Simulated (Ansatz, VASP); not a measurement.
**Cu: VASP beside Ansatz**

```
Cu
1.0
     0.00000    1.81447    1.81447
     1.81447    0.00000    1.81447
     1.81447    1.81447    0.00000
Cu
1
Direct
  0.00000 0.00000 0.00000
```

Alike in both runs: functional PBE; k mesh 20 × 20 × 20; occupations gaussian, width 0.1 eV; no spin polarisation.

Ansatz relaxed the structure, and its values are those at the end. VASP's run is a single point on that final structure, the one shown.

```csv
,VASP,Ansatz
version,VASP 6.6.1,Ansatz 0.2.0
potentials or method,"VASP PAW PBE potentials, release 64 (Cu), cutoff 600 eV","scalar-relativistic, plane waves, PAW"
valence electrons in the cell,11,19
```

|  | VASP | Ansatz | Ansatz less VASP |
| --- | --- | --- | --- |
| gap on the k mesh at the Fermi level (eV) | none | none | - |
| pressure (GPa) | 0.7 | 0.0 | -0.74 |

A gap of «none» marks a metal or a gap that the smearing closes. VASP's potentials hold 11 valence electrons a cell and Ansatz's 19, so a difference there can come from the potentials and not from the codes.
